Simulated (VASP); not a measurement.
# Si2W (I4/mmm) in VASP: a series of runs

Si2W is run at these levels: LDA; tasks: single point.

Program: VASP 6.6.1. These are calculated values, not measurements. Logs are shortened: lines on timing, memory, paths and dates and some standing lists are left out, and cuts for length are marked.

## (1) The cell of the first run

The structure is tetragonal, space group I4/mmm (No. 139). The conventional cell has a = 3.100 Å, b = 3.100 Å, c = 8.538 Å, α = 90.00°, β = 90.00°, γ = 90.00°. Within 3.4 Å of Si (site symmetry 4mm) lie 5 W at 2.61 to 2.86 Å and 9 Si at 2.63 to 3.10 Å. W (site symmetry 4/mmm) has 10 Si at 2.61 to 2.86 Å and 4 W at 3.10 Å within 3.4 Å.

## (2) Single point, LDA (13.67 Å³/atom)

File INCAR:

```
SYSTEM = Si2W
ALGO = Normal ; EDIFF = 1E-6
ENCUT = 520 ; GGA = CA
ISIF = 2 ; ISMEAR = 0
LASPH = .TRUE. ; LCHARG = .FALSE.
LREAL = .FALSE. ; LWAVE = .FALSE.
NBANDS = 18 ; NELM = 60
PREC = Accurate ; SIGMA = 0.15
```

File KPOINTS:

```
k-points
0
G
  20 20 20
  0 0 0
```

File POSCAR:

```
Si2W
1.0
   -1.5498658183      1.5498658183      4.2691053964
    1.5498658183     -1.5498658183      4.2691053964
    1.5498658183      1.5498658183     -4.2691053964
Si W
2 1
Direct
    0.3346644983      0.3346644983      0.0000000000
    0.6653355017      0.6653355017      0.0000000000
    0.0000000000      0.0000000000      0.0000000000
```

Potentials or basis: VASP PAW LDA potentials, release 64 (Si, W_sv).

Started as:

```sh
$ cat potpaw_LDA.64/Si/POTCAR potpaw_LDA.64/W_sv/POTCAR > POTCAR
$ mpirun -np 1 vasp_std > vasp.out
```

OUTCAR:

```text
SYSTEM = Si2W
   EDIFF = 1E-6
   ENCUT = 520
   GGA = CA
   ISIF = 2
   ISMEAR = 0
   LASPH = .TRUE.
   LREAL = .FALSE.
   NELM = 60
   PREC = Accurate

 ion  position               nearest neighbor table
   1  0.335  0.335  0.000-   3 2.61   3 2.61   3 2.61   3 2.61   2 2.63   2 2.63   2 2.63   2 2.63
                             2 2.82   3 2.86
   2  0.665  0.665  0.000-   3 2.61   3 2.61   3 2.61   3 2.61   1 2.63   1 2.63   1 2.63   1 2.63
                             1 2.82   3 2.86
   3  0.000  0.000  0.000-   2 2.61   1 2.61   2 2.61   1 2.61   2 2.61   1 2.61   1 2.61   2 2.61
                             1 2.86   2 2.86

  LATTYP: Found a body centered tetragonal cell.
 ALAT       =     3.0997316366
 C/A-ratio  =     2.7544999999

  Lattice vectors:

 A1 = (  -1.5498658183,   1.5498658183,   4.2691053964)
 A2 = (   1.5498658183,  -1.5498658183,   4.2691053964)
 A3 = (   1.5498658183,   1.5498658183,  -4.2691053964)

Analysis of symmetry for initial positions (statically):
=====================================================================
 Subroutine PRICEL returns:
 Original cell was already a primitive cell.

 Routine SETGRP: Setting up the symmetry group for a
 body centered tetragonal supercell.

 Subroutine GETGRP returns: Found 16 space group operations
 (whereof 16 operations were pure point group operations)
 out of a pool of 16 trial point group operations.

The static configuration has the point symmetry D_4h.

Analysis of symmetry for dynamics (positions and initial velocities):
=====================================================================
 Subroutine PRICEL returns:
 Original cell was already a primitive cell.

 Routine SETGRP: Setting up the symmetry group for a
 body centered tetragonal supercell.

 Subroutine GETGRP returns: Found 16 space group operations
 (whereof 16 operations were pure point group operations)
 out of a pool of 16 trial point group operations.

The dynamic configuration has the point symmetry D_4h.

 Subroutine INISYM returns: Found 16 space group operations
 (whereof 16 operations are pure point group operations),
 and found     1 'primitive' translations

----------------------------------------------------------------------------------------

                                     Primitive cell

  volume of cell :      41.0190

  direct lattice vectors                    reciprocal lattice vectors
    -1.549865818  1.549865818  4.269105396     0.000000000  0.322608573  0.117120557
     1.549865818 -1.549865818  4.269105396     0.322608573  0.000000000  0.117120557
     1.549865818  1.549865818 -4.269105396     0.322608573  0.322608573  0.000000000

  length of vectors
     4.798898727  4.798898727  4.798898727     0.343210600  0.343210600  0.456237419

  position of ions in fractional coordinates (direct lattice)
     0.334664498  0.334664498  0.000000000
     0.665335502  0.665335502  0.000000000
     0.000000000  0.000000000  0.000000000

  ion indices of the primitive-cell ions
   primitive index   ion index
                 1           1
                 2           2
                 3           3

----------------------------------------------------------------------------------------

 KPOINTS: k-points

Automatic generation of k-mesh.
 Grid dimensions read from file:
 generate k-points for:   20   20   20

 Generating k-lattice:

  Cartesian coordinates                     Fractional coordinates (reciprocal lattice)
     0.000000000  0.016130429  0.005856028     0.050000000  0.000000000  0.000000000
     0.016130429  0.000000000  0.005856028     0.000000000  0.050000000  0.000000000
     0.016130429  0.016130429  0.000000000     0.000000000  0.000000000  0.050000000

  Length of vectors
     0.017160530  0.017160530  0.022811871

  Shift w.r.t. Gamma in fractional coordinates (k-lattice)
     0.000000000  0.000000000  0.000000000

 Subroutine IBZKPT returns following result:
 ===========================================

 Found    641 irreducible k-points:

 Following reciprocal coordinates:
            Coordinates               Weight
  0.000000  0.000000  0.000000      1.000000
  0.050000 -0.000000  0.000000      8.000000
  0.100000 -0.000000  0.000000      8.000000
  0.150000  0.000000  0.000000      8.000000
  0.200000 -0.000000  0.000000      8.000000
  0.250000 -0.000000  0.000000      8.000000
[... 16 lines left out ...]
 -0.400000  0.050000 -0.000000     16.000000
 -0.350000  0.050000 -0.000000     16.000000
 [... further k-points ...]
   k-points           NKPTS =    641   k-points in BZ     NKDIM =    641   number of bands    NBANDS=     18
   number of dos      NEDOS =    301   number of ions     NIONS =      3
   total plane-waves  NPLWV =  46656
   dimension x,y,z NGX =    36 NGY =   36 NGZ =   36
   dimension x,y,z NGXF=    72 NGYF=   72 NGZF=   72
   ions per type =               2   1
   NGX,Y,Z   is equivalent  to a cutoff of  12.47, 12.47, 12.47 a.u.
   NGXF,Y,Z  is equivalent  to a cutoff of  24.94, 24.94, 24.94 a.u.
 SYSTEM =  Si2W
   PREC   = accura    normal or accurate (medium, high low for compatibility)
   ISTART =      0    job   : 0-new  1-cont  2-samecut
   ICHARG =      2    charge: 1-file 2-atom 10-const
   ISPIN  =      1    spin polarized calculation?
   LNONCOLLINEAR =      F non collinear calculations
   LSORBIT =      F    spin-orbit coupling
   LASPH  =      T    aspherical Exc in radial PAW
   ENCUT  =  520.0 eV  38.22 Ry    6.18 a.u.   8.92  8.92  8.92*2*pi/ulx,y,z
   NELM   =     60;   NELMIN=  2; NELMDL= -5     # of ELM steps
   EDIFF  = 0.1E-05   stopping-criterion for ELM
   LREAL  =      F    real-space projection
   EDIFFG = 0.1E-04   stopping-criterion for IOM
   NSW    =      0    number of steps for IOM
   IBRION =     -1    ionic relax: 0-MD 1-quasi-New 2-CG
   NFREE  =      0    steps in history (QN), initial steepest desc. (CG)
   ISIF   =      2    stress and relaxation
   ISYM   =      2    0-nonsym 1-usesym 2-fastsym
   POTIM  = 0.5000    time-step for ionic-motion
   TEBEG  =    0.0;   TEEND  =   0.0 temperature during run
   PSTRESS=    0.0 pullay stress
   NELECT =      22.0000    total number of electrons
   NUPDOWN=      -1.0000    fix difference up-down
   EMIN   =  10.00;   EMAX   =-10.00  energy-range for DOS
   EFERMI =   0.00;   METHOD = LEGACY
   ISMEAR =     0;   SIGMA  =   0.15  broadening in eV -4-tet -1-fermi 0-gaus
   EFERMI_NEDOS =   21; number of points for ismear=-14 and -15
   IALGO  =     38    algorithm
   IMIX   =      4    mixing-type and parameters
     AMIX     =   0.40;   BMIX     =  1.00
     AMIX_MAG =   1.60;   BMIX_MAG =  1.00
  volume/ion in A,a.u.               =      13.67        92.27
  Fermi-wavevector in a.u.,A,eV,Ry     =   1.330109  2.513542 24.071306  1.769191
  Thomas-Fermi vector in A             =   2.459221
   LORBIT       =      0    0 simple, 1 ext, 2 COOP (PROOUT), +10 PAW based schemes
   GGA     = CA    functional components
   LHFCALC =     F    Hartree Fock is set to
   AEXX    =    0.0000 exact exchange contribution
   IVDW    =     0    specifies the selected vdW correction
   LEPSILON=     F    determine dielectric tensor
   LRPA    =     F    only Hartree local field effects (RPA)
 non-spin polarized calculation
 Gauss-broadening in eV      SIGMA  =   0.15
  energy-cutoff  :      520.00
  volume of cell :       41.02
 maximum number of plane-waves:      1120
   NGX = 17   NGY = 17   NGZ = 17

 number of electron      22.0000000 magnetization

 Free energy of the ion-electron system (eV)
  ---------------------------------------------------
  ext. energy  EPLUGINS =         0.00000000
  ---------------------------------------------------
  free energy    TOTEN  =       -26.88185438 eV

  energy without entropy =      -26.87189021  energy(sigma->0) =      -26.87687229

 E-fermi :  11.7755     XC(G=0): -12.5856

 val. band max:       11.7659410949   @ k =  -0.4500  -0.4500   0.3500
 cond. band min:      11.7763547551   @ k =   0.5000   0.5000   0.5000
 fundamental gap:      0.0104136602
 Fermi energy:        11.7755265738

 k-point     1 :       0.0000    0.0000    0.0000
  band No.  band energies     occupation
      1     -61.6983      2.00000
      2     -26.3082      2.00000
      3     -26.0929      2.00000
      4     -26.0929      2.00000
      5      -2.2165      2.00000
      6       4.6649      2.00000
[... 10 lines left out ...]
     17      16.7812      0.00000
     18      16.7812      0.00000

 k-point     2 :       0.0500   -0.0000    0.0000
  band No.  band energies     occupation
      1     -61.6979      2.00000
      2     -26.3074      2.00000
      3     -26.1007      2.00000
      4     -26.0921      2.00000
      5      -2.1674      2.00000
      6       4.6653      2.00000
[... 10 lines left out ...]
     17      16.8469      0.00000
     18      17.1624      0.00000

 k-point     3 :       0.1000   -0.0000    0.0000
  band No.  band energies     occupation
      1     -61.6970      2.00000
      2     -26.3051      2.00000
      3     -26.1233      2.00000
      4     -26.0901      2.00000
      5      -2.0210      2.00000
      6       4.6621      2.00000
[... 10 lines left out ...]
     17      17.1497      0.00000
     18      17.9724      0.00000

 k-point     4 :       0.1500    0.0000    0.0000
  band No.  band energies     occupation
      1     -61.6956      2.00000
      2     -26.3015      2.00000
      3     -26.1583      2.00000
      4     -26.0869      2.00000
      5      -1.7803      2.00000
      6       4.6427      2.00000
[... 375 lines left out ...]
      4     -26.0720      2.00000
      5       1.2509      2.00000
      6       2.7392      2.00000
[... 10 lines left out ...]
     17      18.5521      0.00000
     18      19.2708      0.00000

 k-point    23 :      -0.4000    0.0500   -0.0000
  band No.  band energies     occupation
      1     -61.6864      2.00000
      2     -26.3739      2.00000
      3     -26.2776      2.00000
      4     -26.0741      2.00000
      5       0.6026      2.00000
      6       3.3552      2.00000
[... 10 lines left out ...]
     17      18.6149      0.00000
     18      19.9950      0.00000

 k-point    24 :      -0.3500    0.0500   -0.0000
  band No.  band energies     occupation
      1     -61.6878      2.00000
      2     -26.3402      2.00000
      3     -26.2812      2.00000
      4     -26.0773      2.00000
      5      -0.0070      2.00000
      6       3.9111      2.00000
[... 10 lines left out ...]
     17      18.8578      0.00000
     18      20.5171      0.00000

 [... further k-points ...]
[... 5 lines left out ...]
  --------------------------------------------------------------------------------------
  -------------------------------------------------------------------------------------
  Total        1.4393956      1.4393956     -8.2276945      0.0000000      0.0000000      0.0000000
  in kB       56.2219208     56.2219208   -321.3687722      0.0000000      0.0000000      0.0000000
  external PRESSURE =     -69.6416435 kB  Pullay stress =       0.0000000 kB

 VOLUME and BASIS-vectors are now :
 -----------------------------------------------------------------------------
  energy-cutoff  :      520.00
  volume of cell :       41.02
      direct lattice vectors                 reciprocal lattice vectors
    -1.549865818  1.549865818  4.269105396     0.000000000  0.322608573  0.117120557
     1.549865818 -1.549865818  4.269105396     0.322608573  0.000000000  0.117120557
     1.549865818  1.549865818 -4.269105396     0.322608573  0.322608573  0.000000000

 POSITION                                       TOTAL-FORCE (eV/Angst)
 -----------------------------------------------------------------------------------
      0.00000      0.00000      2.85744        -0.000000     -0.000000      0.289831
      0.00000      0.00000      5.68077         0.000000      0.000000     -0.289831
      0.00000      0.00000      0.00000         0.000000      0.000000     -0.000000
 -----------------------------------------------------------------------------------
    total drift:                               -0.000000     -0.000000      0.000000

  FREE ENERGIE OF THE ION-ELECTRON SYSTEM (eV)
  ---------------------------------------------------
  free  energy   TOTEN  =       -26.8818543773 eV

  energy  without entropy=      -26.8718902100  energy(sigma->0) =      -26.87687229
```

It took 4 min on 1 thread of Intel Xeon 6975P-C (Granite Rapids), shared host; peak memory 0.52 GiB.

What came out:

| Quantity | Value |
| --- | --- |
| Free energy | -26.8819 eV |
| Pressure | -7.0 GPa |
| Largest force | 0.290 eV/Å |
| Band gap on the k mesh | zero (bands 11 and 12 overlap by 2.02 eV) |

Forces in eV/Å, atoms in the order of the input:
```
Si   0.000  0.000  0.290
Si   0.000  0.000 -0.290
W    0.000  0.000  0.000
```

Stress tensor (GPa, compression positive):
```
  5.62   0.00   0.00
  0.00   5.62   0.00
  0.00   0.00 -32.14
```

Caveat: the cell stands under tension; spin-orbit coupling is left out, which moves the levels of the heavy elements.

## (3) Single point, LDA (11.57 Å³/atom)

This run uses another cell than the first one, of 11.57 Å³/atom.

File INCAR:

```
SYSTEM = Si2W
  ALGO = Normal
  EDIFF = 1E-6
  ENCUT = 520
  ISIF = 2
  ISMEAR = 0
  LASPH = .TRUE.
  LCHARG = .FALSE.
  LREAL = .FALSE.
  LWAVE = .FALSE.
  NBANDS = 18
  NELM = 80
  PREC = Accurate
  SIGMA = 0.15
```

KPOINTS is that of step 2.

File POSCAR:

```
Si2W
1.0
   -1.5894032834      1.5894032834      3.4347004955
    1.5894032834     -1.5894032834      3.4347004955
    1.5894032834      1.5894032834     -3.4347004955
Si W
2 1
Direct
    0.3346644983      0.3346644983      0.0000000000
    0.6653355017      0.6653355017      0.0000000000
    0.0000000000      0.0000000000      0.0000000000
```

Potentials or basis: VASP PAW LDA potentials, release 64 (Si, W_sv).

Started as:

```sh
$ cat potpaw_LDA.64/Si/POTCAR potpaw_LDA.64/W_sv/POTCAR > POTCAR
$ mpirun -np 1 vasp_std > vasp.out
```

Run time: 6.9 min. Hardware: 1 thread of Intel Xeon 8259CL, shared host; peak memory 0.47 GiB.

The run converged. Its results:

| Item | Value |
| --- | --- |
| Free energy | -25.9428 eV |
| Pressure | 51.5 GPa |
| Largest force | 0.090 eV/Å |
| Band gap on the k mesh | zero (bands 11 and 12 overlap by 0.70 eV) |

Forces in eV/Å, atoms in the order of the input:
```
Si   0.000  0.000  0.090
Si   0.000  0.000 -0.090
W    0.000  0.000  0.000
```

Stress tensor (GPa, compression positive):
```
 19.72   0.00   0.00
  0.00  19.72   0.00
  0.00   0.00 115.12
```

Levels at points of the mesh, in eV from the Fermi level:
| k point | band 9 | band 10 | band 11 | band 12 | band 13 | band 14 |
| --- | --- | --- | --- | --- | --- | --- |
| (0.00, 0.00, 0.00) | -3.59 | -1.34 | 0.19 | 2.72 | 2.87 | 2.87 |
| (0.50, 0.00, 0.00) | -3.66 | -2.71 | -0.76 | 2.69 | 2.80 | 5.09 |
| (0.50, 0.50, 0.00) | -4.93 | -2.64 | -1.57 | 3.19 | 3.21 | 5.18 |
| (0.50, 0.50, 0.50) | -1.31 | -1.31 | -0.16 | -0.16 | 0.63 | 6.96 |

Caveat: the cell stands under pressure; spin-orbit coupling is left out, which moves the levels of the heavy elements.
